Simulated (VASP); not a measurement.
# CaO in VASP: further runs

Aim: see how the results for CaO move with the level of theory and the settings. Levels: PBE, r2SCAN. Tasks: single point.

All numbers are computed with VASP 6.6.1; they aren't measurements. Logs are shortened: lines on timing, memory, paths and dates and some standing lists are left out, and cuts for length are marked.

### Step 1. The cell of the first run

Symmetry: R-3m, No. 166, trigonal system. Conventional cell: a = 4.106 Å, b = 4.106 Å, c = 5.102 Å, α = 90.00°, β = 90.00°, γ = 120.00°. Ca (site symmetry -3m) has 8 O at 2.52 to 2.55 Å and 6 Ca at 2.92 Å within 3.3 Å. O (site symmetry -3m) has 8 Ca at 2.52 to 2.55 Å and 6 O at 2.92 Å within 3.3 Å.

### Step 2. Single point, PBE (strain along [111] +1.5%)

INCAR reads:

```
PREC     = Accurate       # precision mode
ENCUT    = 520            # plane-wave cutoff, eV
EDIFF    = 1E-6           # SCF threshold, eV
ISMEAR   = -1             # smearing method
SIGMA    = 0.02           # smearing width, eV
LREAL    = False          # projectors in reciprocal space
LASPH    = True           # aspherical terms in the spheres
NELM     = 100            # most SCF steps
ALGO     = Normal         # electronic algorithm
ISIF     = 2              # what is computed and relaxed
LWAVE    = False          # write WAVECAR
LCHARG   = True           # write CHGCAR
GGA      = PE             # functional
LELF     = True           # ELF
LVHAR    = True         
NBANDS   = 15             # bands
```

KPOINTS reads:

```
regular mesh
0
Gamma
  8 8 8
```

POSCAR reads:

```
CaO
1.0
    2.9174346887      0.0142257239      0.0142257239
    0.0142257239      2.9174346887      0.0142257239
    0.0142257239      0.0142257239      2.9174346887
Ca O
1 1
Direct
    0.0000000000      0.0000000000      0.0000000000
    0.5000000000      0.5000000000      0.5000000000
```

Potentials or basis: VASP PAW PBE potentials, release 64 (Ca_sv, O).

On the command line:

```console
$ cat potpaw_PBE.64/Ca_sv/POTCAR potpaw_PBE.64/O/POTCAR > POTCAR
$ mpirun -np 1 vasp_std > vasp.out
```

OUTCAR:

```text
PREC = Accurate
   ENCUT = 520
   EDIFF = 1E-6
   ISMEAR = -1
   LREAL = False
   LASPH = True
   NELM = 100
   ISIF = 2
   GGA = PE

 ion  position               nearest neighbor table
   1  0.000  0.000  0.000-   2 2.52   2 2.52   2 2.52   2 2.52   2 2.52   2 2.52   2 2.55   2 2.55

   2  0.500  0.500  0.500-   1 2.52   1 2.52   1 2.52   1 2.52   1 2.52   1 2.52   1 2.55   1 2.55

  LATTYP: Found a trigonal (rhomboedric) cell.
 ALAT       =     2.9175040540
 COS(alpha) =     0.0097755257

  Lattice vectors:

 A1 = (   2.9174346887,   0.0142257239,   0.0142257239)
 A2 = (   0.0142257239,   2.9174346887,   0.0142257239)
 A3 = (   0.0142257239,   0.0142257239,   2.9174346887)

Analysis of symmetry for initial positions (statically):
=====================================================================
 Subroutine PRICEL returns:
 Original cell was already a primitive cell.

 Routine SETGRP: Setting up the symmetry group for a
 trigonal (rhombohedral) supercell.

 Subroutine GETGRP returns: Found 12 space group operations
 (whereof 12 operations were pure point group operations)
 out of a pool of 12 trial point group operations.

The static configuration has the point symmetry D_3d.

Analysis of symmetry for dynamics (positions and initial velocities):
=====================================================================
 Subroutine PRICEL returns:
 Original cell was already a primitive cell.

 Routine SETGRP: Setting up the symmetry group for a
 trigonal (rhombohedral) supercell.

 Subroutine GETGRP returns: Found 12 space group operations
 (whereof 12 operations were pure point group operations)
 out of a pool of 12 trial point group operations.

The dynamic configuration has the point symmetry D_3d.

 Subroutine INISYM returns: Found 12 space group operations
 (whereof 12 operations are pure point group operations),
 and found     1 'primitive' translations

----------------------------------------------------------------------------------------

                                     Primitive cell

  volume of cell :      24.8298

  direct lattice vectors                    reciprocal lattice vectors
     2.917434689  0.014225724  0.014225724     0.342783106 -0.001663337 -0.001663337
     0.014225724  2.917434689  0.014225724    -0.001663337  0.342783106 -0.001663337
     0.014225724  0.014225724  2.917434689    -0.001663337 -0.001663337  0.342783106

  length of vectors
     2.917504054  2.917504054  2.917504054     0.342791177  0.342791177  0.342791177

  position of ions in fractional coordinates (direct lattice)
     0.000000000  0.000000000  0.000000000
     0.500000000  0.500000000  0.500000000

  ion indices of the primitive-cell ions
   primitive index   ion index
                 1           1
                 2           2

----------------------------------------------------------------------------------------

 KPOINTS: regular mesh

Automatic generation of k-mesh.
 Grid dimensions read from file:
 generate k-points for:    8    8    8

 Generating k-lattice:

  Cartesian coordinates                     Fractional coordinates (reciprocal lattice)
     0.042847888 -0.000207917 -0.000207917     0.125000000  0.000000000  0.000000000
    -0.000207917  0.042847888 -0.000207917     0.000000000  0.125000000  0.000000000
    -0.000207917 -0.000207917  0.042847888     0.000000000  0.000000000  0.125000000

  Length of vectors
     0.042848897  0.042848897  0.042848897

  Shift w.r.t. Gamma in fractional coordinates (k-lattice)
     0.000000000  0.000000000  0.000000000

 Subroutine IBZKPT returns following result:
 ===========================================

 Found     65 irreducible k-points:

 Following reciprocal coordinates:
            Coordinates               Weight
  0.000000  0.000000  0.000000      1.000000
  0.125000 -0.000000 -0.000000      6.000000
  0.250000 -0.000000 -0.000000      6.000000
  0.375000 -0.000000 -0.000000      6.000000
  0.500000 -0.000000 -0.000000      3.000000
  0.125000  0.125000  0.000000      6.000000
[... 16 lines left out ...]
  0.250000  0.125000  0.125000      6.000000
  0.375000  0.125000  0.125000      6.000000
 [... further k-points ...]
   k-points           NKPTS =     65   k-points in BZ     NKDIM =     65   number of bands    NBANDS=     15
   number of dos      NEDOS =    301   number of ions     NIONS =      2
   total plane-waves  NPLWV =  13824
   dimension x,y,z NGX =    24 NGY =   24 NGZ =   24
   dimension x,y,z NGXF=    48 NGYF=   48 NGZF=   48
   ions per type =               1   1
   NGX,Y,Z   is equivalent  to a cutoff of  13.68, 13.68, 13.68 a.u.
   NGXF,Y,Z  is equivalent  to a cutoff of  27.35, 27.35, 27.35 a.u.
 SYSTEM =  unknown system
   PREC   = accura    normal or accurate (medium, high low for compatibility)
   ISTART =      0    job   : 0-new  1-cont  2-samecut
   ICHARG =      2    charge: 1-file 2-atom 10-const
   ISPIN  =      1    spin polarized calculation?
   LNONCOLLINEAR =      F non collinear calculations
   LSORBIT =      F    spin-orbit coupling
   LASPH  =      T    aspherical Exc in radial PAW
   ENCUT  =  520.0 eV  38.22 Ry    6.18 a.u.   5.42  5.42  5.42*2*pi/ulx,y,z
   NELM   =    100;   NELMIN=  2; NELMDL= -5     # of ELM steps
   EDIFF  = 0.1E-05   stopping-criterion for ELM
   LREAL  =      F    real-space projection
   EDIFFG = 0.1E-04   stopping-criterion for IOM
   NSW    =      0    number of steps for IOM
   IBRION =     -1    ionic relax: 0-MD 1-quasi-New 2-CG
   NFREE  =      0    steps in history (QN), initial steepest desc. (CG)
   ISIF   =      2    stress and relaxation
   ISYM   =      2    0-nonsym 1-usesym 2-fastsym
   POTIM  = 0.5000    time-step for ionic-motion
   TEBEG  =    0.0;   TEEND  =   0.0 temperature during run
   PSTRESS=    0.0 pullay stress
   NELECT =      16.0000    total number of electrons
   NUPDOWN=      -1.0000    fix difference up-down
   EMIN   =  10.00;   EMAX   =-10.00  energy-range for DOS
   EFERMI =   0.00;   METHOD = LEGACY
   ISMEAR =    -1;   SIGMA  =   0.02  broadening in eV -4-tet -1-fermi 0-gaus
   EFERMI_NEDOS =   21; number of points for ismear=-14 and -15
   IALGO  =     38    algorithm
   IMIX   =      4    mixing-type and parameters
     AMIX     =   0.40;   BMIX     =  1.00
     AMIX_MAG =   1.60;   BMIX_MAG =  1.00
  volume/ion in A,a.u.               =      12.41        83.78
  Fermi-wavevector in a.u.,A,eV,Ry     =   1.414026  2.672121 27.204424  1.999469
  Thomas-Fermi vector in A             =   2.535611
   LORBIT       =      0    0 simple, 1 ext, 2 COOP (PROOUT), +10 PAW based schemes
   GGA     = PE    functional components
   LHFCALC =     F    Hartree Fock is set to
   AEXX    =    0.0000 exact exchange contribution
   IVDW    =     0    specifies the selected vdW correction
   LEPSILON=     F    determine dielectric tensor
   LRPA    =     F    only Hartree local field effects (RPA)
 non-spin polarized calculation
  energy-cutoff  :      520.00
  volume of cell :       24.83
 maximum number of plane-waves:       691
 NGX is ok and might be reduce to    24
   NGX = 11   NGY = 11   NGZ = 11

 number of electron      15.9999995 magnetization

 Free energy of the ion-electron system (eV)
  ---------------------------------------------------
  ext. energy  EPLUGINS =         0.00000000
  ---------------------------------------------------
  free energy    TOTEN  =       -11.82165898 eV

  energy without entropy =      -11.82165898  energy(sigma->0) =      -11.82165898

 E-fermi :   4.4845     XC(G=0): -11.1867

 val. band max:        4.0831462796   @ k =   0.5000   0.5000   0.0000
 cond. band min:       6.8487323589   @ k =   0.0000   0.0000   0.0000
 fundamental gap:      2.7655860793
 Fermi energy:         4.4845017091

 k-point     1 :       0.0000    0.0000    0.0000
  band No.  band energies     occupation
      1     -35.2455      2.00000
      2     -15.7086      2.00000
      3     -15.7086      2.00000
      4     -15.7083      2.00000
      5     -12.3249      2.00000
      6       3.7724      2.00000
      7       3.7724      2.00000
      8       3.7860      2.00000
      9       6.8487      0.00000
     10       6.8487      0.00000
     11       9.1400      0.00000
     12      12.4278      0.00000
     13      12.4278      0.00000
     14      12.4601      0.00000
     15      23.1702      0.00000

 k-point     2 :       0.1250   -0.0000   -0.0000
  band No.  band energies     occupation
      1     -35.2222      2.00000
      2     -15.9630      2.00000
      3     -15.6912      2.00000
      4     -15.6909      2.00000
      5     -12.1234      2.00000
      6       3.0307      2.00000
      7       3.6995      2.00000
      8       3.7196      2.00000
      9       6.9731      0.00000
     10       7.5236      0.00000
     11       9.7843      0.00000
     12      12.3706      0.00000
     13      12.3731      0.00000
     14      12.4804      0.00000
     15      22.2810      0.00000

 k-point     3 :       0.2500   -0.0000   -0.0000
  band No.  band energies     occupation
      1     -35.1654      2.00000
      2     -16.4979      2.00000
      3     -15.6492      2.00000
      4     -15.6478      2.00000
      5     -11.6989      2.00000
      6       1.7265      2.00000
      7       3.5195      2.00000
      8       3.5652      2.00000
      9       7.2967      0.00000
     10       9.0184      0.00000
     11      11.1646      0.00000
     12      12.2221      0.00000
     13      12.2748      0.00000
     14      12.5830      0.00000
     15      20.5548      0.00000

 k-point     4 :       0.3750   -0.0000   -0.0000
  band No.  band energies     occupation
      1     -35.1077      2.00000
      2     -16.9624      2.00000
      3     -15.6068      2.00000
      4     -15.6041      2.00000
      5     -11.3175      2.00000
      6       0.6995      2.00000
      7       3.3348      2.00000
      8       3.4042      2.00000
      9       7.6620      0.00000
     10      10.5558      0.00000
     11      12.1083      0.00000
     12      12.2194      0.00000
     13      12.6671      0.00000
     14      12.8144      0.00000
     15      19.1165      0.00000
[... 307 lines left out ...]
 k-point    22 :       0.1250    0.1250    0.1250
  band No.  band energies     occupation
      1     -35.1770      2.00000
      2     -16.0296      2.00000
      3     -15.8290      2.00000
      4     -15.8290      2.00000
      5     -11.8646      2.00000
      6       2.8384      2.00000
      7       3.2223      2.00000
      8       3.2223      2.00000
      9       7.9120      0.00000
     10       7.9120      0.00000
     11      10.5575      0.00000
     12      12.0907      0.00000
     13      12.0907      0.00000
     14      12.6713      0.00000
     15      22.2155      0.00000

 k-point    23 :       0.2500    0.1250    0.1250
  band No.  band energies     occupation
      1     -35.1218      2.00000
      2     -16.4171      2.00000
      3     -15.8430      2.00000
      4     -15.7809      2.00000
      5     -11.6051      2.00000
      6       1.9248      2.00000
      7       3.0600      2.00000
      8       3.2471      2.00000
      9       8.0570      0.00000
     10       9.2791      0.00000
     11      10.8551      0.00000
     12      12.0389      0.00000
     13      12.0852      0.00000
     14      12.8942      0.00000
     15      21.3563      0.00000

 k-point    24 :       0.3750    0.1250    0.1250
  band No.  band energies     occupation
      1     -35.0655      2.00000
      2     -16.8406      2.00000
      3     -15.7774      2.00000
      4     -15.7328      2.00000
      5     -11.3667      2.00000
      6       1.0547      2.00000
      7       2.8835      2.00000
      8       3.3859      2.00000
      9       8.2511      0.00000
     10      10.6042      0.00000
     11      10.7323      0.00000
     12      12.0329      0.00000
     13      12.1403      0.00000
     14      14.0381      0.00000
     15      19.2909      0.00000

 [... further k-points ...]
[... 5 lines left out ...]
  --------------------------------------------------------------------------------------
  -------------------------------------------------------------------------------------
  Total        0.3970960      0.3970960      0.3970960      0.0167802      0.0167802      0.0167802
  in kB       25.6232093     25.6232093     25.6232093      1.0827691      1.0827691      1.0827691
  external PRESSURE =      25.6232093 kB  Pullay stress =       0.0000000 kB

 VOLUME and BASIS-vectors are now :
 -----------------------------------------------------------------------------
  energy-cutoff  :      520.00
  volume of cell :       24.83
      direct lattice vectors                 reciprocal lattice vectors
     2.917434689  0.014225724  0.014225724     0.342783106 -0.001663337 -0.001663337
     0.014225724  2.917434689  0.014225724    -0.001663337  0.342783106 -0.001663337
     0.014225724  0.014225724  2.917434689    -0.001663337 -0.001663337  0.342783106

 POSITION                                       TOTAL-FORCE (eV/Angst)
 -----------------------------------------------------------------------------------
      0.00000      0.00000      0.00000        -0.000000     -0.000000      0.000000
      1.47294      1.47294      1.47294         0.000000      0.000000      0.000000
 -----------------------------------------------------------------------------------
    total drift:                                0.000000      0.000000     -0.000000

  FREE ENERGIE OF THE ION-ELECTRON SYSTEM (eV)
  ---------------------------------------------------
  free  energy   TOTEN  =       -11.8216589836 eV

  energy  without entropy=      -11.8216589836  energy(sigma->0) =      -11.82165898
```

It took 58 s on 1 thread of AMD EPYC, shared host; peak memory 0.12 GiB.

What came out:

```
Free energy            : -11.8217 eV
Pressure               : 2.6 GPa
Band gap on the k mesh : 2.77 eV (least direct gap 3.06 eV)
```

Stress tensor (GPa, compression positive):
```
2.56 0.11 0.11
0.11 2.56 0.11
0.11 0.11 2.56
```

Caveat: the cell differs from its parent crystal (strain along [111] +1.5%). A k mesh can miss the band edges.

(Continued in part 2 of 2.)
